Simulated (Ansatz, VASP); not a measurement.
SiO: VASP beside Ansatz

The input INCAR:

```
SYSTEM = SiO
PREC = Accurate
ENCUT = 600
EDIFF = 1E-6
ISMEAR = 0
SIGMA = 0.1
LREAL = .FALSE.
LASPH = .TRUE.
NELM = 80
ALGO = Normal
ISIF = 3
LWAVE = .FALSE.
LCHARG = .FALSE.
GGA = PE
IBRION = 2
NSW = 90
EDIFFG = -0.04
```

KPOINTS

```
regular mesh
0
G
  6 6 6
  0 0 0
```

The input POSCAR:

```
SiO
1.0
    2.8402371000      0.0000000000      0.0000000000
    0.0000000000      2.8402371000      0.0000000000
    0.0000000000      0.0000000000      3.1528213100
Si O
1 1
Direct
    0.0000000000      0.0000000000      0.0000000000
    0.5000000000      0.5000000000      0.5000000000
```

Input for Ansatz:

```yaml
crystal:
  lattice:
    - [2.8402371, 0.0, 0.0]
    - [0.0, 2.8402371, 0.0]
    - [0.0, 0.0, 3.15282131]
  atoms:
    - { symbol: Si, position: [0.0, 0.0, 0.0] }
    - { symbol: O, position: [0.5, 0.5, 0.5] }
basis:
  ecutwfc: 420
kpoints:
  mp_grid: { grid: [6, 6, 6] }
hamiltonian:
  xc: pbe
scf:
  occupations: { method: gaussian, width: 0.1 }
  lower_state_search: "off"
output:
  forces: true
  stress: true
  eigenvalues: true
relax:
  adjacent_minimum: "off"
  f_tol: 0.04
  max_steps: 70
  cell: { stress_tol: 0.4 }
```

Change from the starting cell: species swapped into the TaRu type (P4/mmm, No. 123).

Alike in both runs: task relaxation of cell and atoms; functional PBE; k mesh 6 × 6 × 6; occupations gaussian, width 0.1 eV; no spin polarisation.

```csv
,VASP,Ansatz
version,VASP 6.6.1,Ansatz 0.2.0
potentials or method,"VASP PAW PBE potentials, release 64 (Si, O), cutoff 600 eV","scalar-relativistic, plane waves, PAW"
valence electrons in the cell,10,10
```

|  | VASP | Ansatz | Ansatz less VASP |
| --- | --- | --- | --- |
| gap on the k mesh at the Fermi level, each at its own relaxed structure (eV) | none | none | - |
| relaxed volume (Å³/atom) | 11.14 | 11.16 | +0.017 |
| relaxed cell length with the largest relative difference (Å) | 2.865 | 2.845 | -0.0199 |

A gap of «none» marks a metal or a gap that the smearing closes.

The k mesh is coarse, so the values compare programs but aren't converged.
